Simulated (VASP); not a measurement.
# NaH (Fm-3m) in VASP: further runs

The runs below take NaH through single point, with r2SCAN.

Program: VASP 6.6.1. These are calculated values, not measurements. Logs are shortened: lines on timing, memory, paths and dates and some standing lists are left out, and cuts for length are marked.

## 1. The cell of the first run

It takes space group Fm-3m (No. 225, cubic). The conventional cell has a = 4.889 Å, b = 4.889 Å, c = 4.889 Å, α = 90.00°, β = 90.00°, γ = 90.00°. Na (site symmetry m-3m) has 6 H at 2.44 Å within 3.2 Å. H (site symmetry m-3m) has 6 Na at 2.44 Å within 3.2 Å.

## 2. Single point, r2SCAN (volume changed by +6%)

Input file POSCAR:

```
NaH
1.0
    0.0000000000      2.4445336094      2.4445336094
    2.4445336094      0.0000000000      2.4445336094
    2.4445336094      2.4445336094      0.0000000000
Na H
1 1
Direct
    0.0000000000      0.0000000000      0.0000000000
    0.5000000000      0.5000000000      0.5000000000
```

Input file INCAR.step1:

```
PREC = Accurate
ENCUT = 520
ISMEAR = 0
SIGMA = 0.01
LREAL = F
LASPH = T
NELM = 60
NBANDS = 11
GGA = PE
ALGO = Normal
EDIFF = 1E-4
LWAVE = T
LCHARG = F
```

Input file INCAR.step2:

```
PREC = Accurate
ENCUT = 520
EDIFF = 1E-6
ISMEAR = 0
SIGMA = 0.01
LREAL = F
LASPH = T
NELM = 60
ALGO = Normal
ISIF = 2
LWAVE = F
LCHARG = T
METAGGA = R2SCAN
LMIXTAU = T
LELF = T
LVHAR = T
NBANDS = 11
ISTART = 1
```

Input file KPOINTS:

```
Automatic mesh
0
Gamma
  8 8 8
```

Potentials or basis: VASP PAW PBE potentials, release 64 (Na_pv, H).

The run is started by

```
> cat potpaw_PBE.64/Na_pv/POTCAR potpaw_PBE.64/H/POTCAR > POTCAR
> cp INCAR.step1 INCAR
> mpirun -np 1 vasp_std > vasp.out
> cp INCAR.step2 INCAR
> mpirun -np 1 vasp_std > vasp.out
```

OUTCAR:

```text
PREC = Accurate
   ENCUT = 520
   EDIFF = 1E-6
   ISMEAR = 0
   LREAL = F
   LASPH = T
   NELM = 60
   ISIF = 2
   METAGGA = R2SCAN
   ISTART = 1

 ion  position               nearest neighbor table
   1  0.000  0.000  0.000-
   2  0.500  0.500  0.500-

  LATTYP: Found a face centered cubic cell.
 ALAT       =     4.8890672188

  Lattice vectors:

 A1 = (   0.0000000000,   2.4445336094,   2.4445336094)
 A2 = (   2.4445336094,   0.0000000000,   2.4445336094)
 A3 = (   2.4445336094,   2.4445336094,   0.0000000000)

Analysis of symmetry for initial positions (statically):
=====================================================================
 Subroutine PRICEL returns:
 Original cell was already a primitive cell.

 Routine SETGRP: Setting up the symmetry group for a
 face centered cubic supercell.

 Subroutine GETGRP returns: Found 48 space group operations
 (whereof 48 operations were pure point group operations)
 out of a pool of 48 trial point group operations.

The static configuration has the point symmetry O_h .

Analysis of symmetry for dynamics (positions and initial velocities):
=====================================================================
 Subroutine PRICEL returns:
 Original cell was already a primitive cell.

 Routine SETGRP: Setting up the symmetry group for a
 face centered cubic supercell.

 Subroutine GETGRP returns: Found 48 space group operations
 (whereof 48 operations were pure point group operations)
 out of a pool of 48 trial point group operations.

The dynamic configuration has the point symmetry O_h .

 Subroutine INISYM returns: Found 48 space group operations
 (whereof 48 operations are pure point group operations),
 and found     1 'primitive' translations

----------------------------------------------------------------------------------------

                                     Primitive cell

  volume of cell :      29.2158

  direct lattice vectors                    reciprocal lattice vectors
     0.000000000  2.444533609  2.444533609    -0.204537994  0.204537994  0.204537994
     2.444533609  0.000000000  2.444533609     0.204537994 -0.204537994  0.204537994
     2.444533609  2.444533609  0.000000000     0.204537994  0.204537994 -0.204537994

  length of vectors
     3.457092584  3.457092584  3.457092584     0.354270197  0.354270197  0.354270197

  position of ions in fractional coordinates (direct lattice)
     0.000000000  0.000000000  0.000000000
     0.500000000  0.500000000  0.500000000

  ion indices of the primitive-cell ions
   primitive index   ion index
                 1           1
                 2           2

----------------------------------------------------------------------------------------

 KPOINTS: Automatic mesh

Automatic generation of k-mesh.
 Grid dimensions read from file:
 generate k-points for:    8    8    8

 Generating k-lattice:

  Cartesian coordinates                     Fractional coordinates (reciprocal lattice)
    -0.025567249  0.025567249  0.025567249     0.125000000  0.000000000  0.000000000
     0.025567249 -0.025567249  0.025567249     0.000000000  0.125000000  0.000000000
     0.025567249  0.025567249 -0.025567249     0.000000000  0.000000000  0.125000000

  Length of vectors
     0.044283775  0.044283775  0.044283775

  Shift w.r.t. Gamma in fractional coordinates (k-lattice)
     0.000000000  0.000000000  0.000000000

 Subroutine IBZKPT returns following result:
 ===========================================

 Found     29 irreducible k-points:

 Following reciprocal coordinates:
            Coordinates               Weight
  0.000000  0.000000  0.000000      1.000000
  0.125000  0.000000  0.000000      8.000000
  0.250000  0.000000  0.000000      8.000000
  0.375000  0.000000  0.000000      8.000000
  0.500000  0.000000  0.000000      4.000000
  0.125000  0.125000  0.000000      6.000000
[... 16 lines left out ...]
  0.500000  0.250000  0.125000     48.000000
 -0.375000  0.250000  0.125000     24.000000
 [... further k-points ...]
   k-points           NKPTS =     29   k-points in BZ     NKDIM =     29   number of bands    NBANDS=     11
   number of dos      NEDOS =    301   number of ions     NIONS =      2
   total plane-waves  NPLWV =  21952
   dimension x,y,z NGX =    28 NGY =   28 NGZ =   28
   dimension x,y,z NGXF=    56 NGYF=   56 NGZF=   56
   ions per type =               1   1
   NGX,Y,Z   is equivalent  to a cutoff of  13.46, 13.46, 13.46 a.u.
   NGXF,Y,Z  is equivalent  to a cutoff of  26.93, 26.93, 26.93 a.u.
 SYSTEM =  unknown system
   PREC   = accura    normal or accurate (medium, high low for compatibility)
   ISTART =      1    job   : 0-new  1-cont  2-samecut
   ICHARG =      0    charge: 1-file 2-atom 10-const
   ISPIN  =      1    spin polarized calculation?
   LNONCOLLINEAR =      F non collinear calculations
   LSORBIT =      F    spin-orbit coupling
   LASPH  =      T    aspherical Exc in radial PAW
   ENCUT  =  520.0 eV  38.22 Ry    6.18 a.u.   6.43  6.43  6.43*2*pi/ulx,y,z
   NELM   =     60;   NELMIN=  2; NELMDL=  0     # of ELM steps
   EDIFF  = 0.1E-05   stopping-criterion for ELM
   LREAL  =      F    real-space projection
   EDIFFG = 0.1E-04   stopping-criterion for IOM
   NSW    =      0    number of steps for IOM
   IBRION =     -1    ionic relax: 0-MD 1-quasi-New 2-CG
   NFREE  =      0    steps in history (QN), initial steepest desc. (CG)
   ISIF   =      2    stress and relaxation
   ISYM   =      2    0-nonsym 1-usesym 2-fastsym
   POTIM  = 0.5000    time-step for ionic-motion
   TEBEG  =    0.0;   TEEND  =   0.0 temperature during run
   PSTRESS=    0.0 pullay stress
   NELECT =       8.0000    total number of electrons
   NUPDOWN=      -1.0000    fix difference up-down
   EMIN   =  10.00;   EMAX   =-10.00  energy-range for DOS
   EFERMI =   0.00;   METHOD = LEGACY
   ISMEAR =     0;   SIGMA  =   0.01  broadening in eV -4-tet -1-fermi 0-gaus
   EFERMI_NEDOS =   21; number of points for ismear=-14 and -15
   IALGO  =     38    algorithm
   IMIX   =      4    mixing-type and parameters
     AMIX     =   0.40;   BMIX     =  1.00
     AMIX_MAG =   1.60;   BMIX_MAG =  1.00
  volume/ion in A,a.u.               =      14.61        98.58
  Fermi-wavevector in a.u.,A,eV,Ry     =   1.063079  2.008928 15.376443  1.130137
  Thomas-Fermi vector in A             =   2.198551
   LORBIT       =      0    0 simple, 1 ext, 2 COOP (PROOUT), +10 PAW based schemes
   METAGGA = R2SCAN    functional components
   LHFCALC =     F    Hartree Fock is set to
   AEXX    =    0.0000 exact exchange contribution
   IVDW    =     0    specifies the selected vdW correction
   LEPSILON=     F    determine dielectric tensor
   LRPA    =     F    only Hartree local field effects (RPA)
 non-spin polarized calculation
 Gauss-broadening in eV      SIGMA  =   0.01
  energy-cutoff  :      520.00
  volume of cell :       29.22
 maximum number of plane-waves:       817
 NGX is ok and might be reduce to    28
   NGX = 13   NGY = 13   NGZ = 13

 number of electron       8.0000009 magnetization

 Free energy of the ion-electron system (eV)
  ---------------------------------------------------
  ext. energy  EPLUGINS =         0.00000000
  ---------------------------------------------------
  free energy    TOTEN  =        -7.59380119 eV

  energy without entropy =       -7.59380119  energy(sigma->0) =       -7.59380119

 E-fermi :  -1.4398     XC(G=0):  -8.0112

 val. band max:       -1.5565023489   @ k =  -0.2500   0.5000   0.2500
 cond. band min:       2.7491362744   @ k =   0.5000   0.0000   0.0000
 fundamental gap:      4.3056386233
 Fermi energy:        -1.4398182929

 k-point     1 :       0.0000    0.0000    0.0000
  band No.  band energies     occupation
      1     -24.5231      2.00000
      2     -24.5227      2.00000
      3     -24.5227      2.00000
      4      -5.0124      2.00000
      5       9.5655      0.00000
      6      14.5313      0.00000
      7      14.5313      0.00000
      8      14.5313      0.00000
      9      15.3717      0.00000
     10      15.3717      0.00000
     11      15.3718      0.00000

 k-point     2 :       0.1250    0.0000    0.0000
  band No.  band energies     occupation
      1     -24.5344      2.00000
      2     -24.5244      2.00000
      3     -24.5241      2.00000
      4      -4.7502      2.00000
      5       8.5971      0.00000
      6      11.9909      0.00000
      7      13.6917      0.00000
      8      13.6918      0.00000
      9      16.3178      0.00000
     10      16.3181      0.00000
     11      16.6387      0.00000

 k-point     3 :       0.2500    0.0000    0.0000
  band No.  band energies     occupation
      1     -24.5622      2.00000
      2     -24.5277      2.00000
      3     -24.5274      2.00000
      4      -4.0081      2.00000
      5       6.1786      0.00000
      6      10.6024      0.00000
      7      12.8444      0.00000
      8      12.8447      0.00000
      9      16.4656      0.00000
     10      16.4662      0.00000
     11      17.9659      0.00000

 k-point     4 :       0.3750    0.0000    0.0000
  band No.  band energies     occupation
      1     -24.5898      2.00000
      2     -24.5310      2.00000
      3     -24.5307      2.00000
      4      -2.9859      2.00000
      5       3.8276      0.00000
      6      10.0408      0.00000
      7      12.3157      0.00000
      8      12.3161      0.00000
      9      15.8797      0.00000
     10      15.8805      0.00000
     11      18.2589      0.00000
[... 239 lines left out ...]
 k-point    22 :       0.3750    0.2500    0.1250
  band No.  band energies     occupation
      1     -24.5686      2.00000
      2     -24.5412      2.00000
      3     -24.5318      2.00000
      4      -3.4129      2.00000
      5       5.7978      0.00000
      6       8.1806      0.00000
      7      11.2094      0.00000
      8      14.0693      0.00000
      9      14.5500      0.00000
     10      17.1097      0.00000
     11      19.8027      0.00000

 k-point    23 :       0.5000    0.2500    0.1250
  band No.  band energies     occupation
      1     -24.5829      2.00000
      2     -24.5492      2.00000
      3     -24.5360      2.00000
      4      -2.5169      2.00000
      5       4.3340      0.00000
      6       7.0177      0.00000
      7      10.3570      0.00000
      8      14.1022      0.00000
      9      15.3083      0.00000
     10      17.3475      0.00000
     11      19.5670      0.00000

 k-point    24 :      -0.3750    0.2500    0.1250
  band No.  band energies     occupation
      1     -24.5890      2.00000
      2     -24.5516      2.00000
      3     -24.5384      2.00000
      4      -2.0135      2.00000
      5       3.5236      0.00000
      6       6.7514      0.00000
      7      10.0075      0.00000
      8      14.0565      0.00000
      9      15.1637      0.00000
     10      18.4354      0.00000
     11      20.5561      0.00000

 [... further k-points ...]
[... 5 lines left out ...]
  --------------------------------------------------------------------------------------
  -------------------------------------------------------------------------------------
  Total       -0.2565903     -0.2565903     -0.2565903      0.0000000      0.0000000      0.0000000
  in kB      -14.0712534    -14.0712534    -14.0712534      0.0000000      0.0000000      0.0000000
  external PRESSURE =     -14.0712534 kB  Pullay stress =       0.0000000 kB

 VOLUME and BASIS-vectors are now :
 -----------------------------------------------------------------------------
  energy-cutoff  :      520.00
  volume of cell :       29.22
      direct lattice vectors                 reciprocal lattice vectors
     0.000000000  2.444533609  2.444533609    -0.204537994  0.204537994  0.204537994
     2.444533609  0.000000000  2.444533609     0.204537994 -0.204537994  0.204537994
     2.444533609  2.444533609  0.000000000     0.204537994  0.204537994 -0.204537994

 POSITION                                       TOTAL-FORCE (eV/Angst)
 -----------------------------------------------------------------------------------
      0.00000      0.00000      0.00000         0.000000     -0.000000     -0.000000
      2.44453      2.44453      2.44453        -0.000000      0.000000      0.000000
 -----------------------------------------------------------------------------------
    total drift:                               -0.000000     -0.000000      0.000000

  FREE ENERGIE OF THE ION-ELECTRON SYSTEM (eV)
  ---------------------------------------------------
  free  energy   TOTEN  =        -7.5938011863 eV

  energy  without entropy=       -7.5938011863  energy(sigma->0) =       -7.59380119
```

It took 24 s on 1 thread of Intel Xeon 6975P-C (Granite Rapids), shared host; peak memory 0.16 GiB.

Results:

* Free energy: -7.5938 eV
* Pressure: -1.4 GPa
* Band gap on the k mesh: 4.31 eV, indirect (least direct gap 5.12 eV)

Levels at points of the mesh, in eV from the valence-band top:
| k point | band 1 | band 2 | band 3 | band 4 | band 5 | band 6 | band 7 | band 8 |
| --- | --- | --- | --- | --- | --- | --- | --- | --- |
| (0.00, 0.00, 0.00) | -22.97 | -22.97 | -22.97 | -3.46 | 11.12 | 16.09 | 16.09 | 16.09 |
| (0.50, 0.00, 0.00) | -23.04 | -22.98 | -22.98 | -0.82 | 4.31 | 11.44 | 13.69 | 13.69 |
| (0.50, 0.50, 0.00) | -23.04 | -22.99 | -22.99 | -0.16 | 5.11 | 10.57 | 11.16 | 11.16 |

Caveat: the PAW data sets were made with another functional, which shifts forces and pressure a little. A k mesh can miss the band edges.

[end of part 1 of 2]
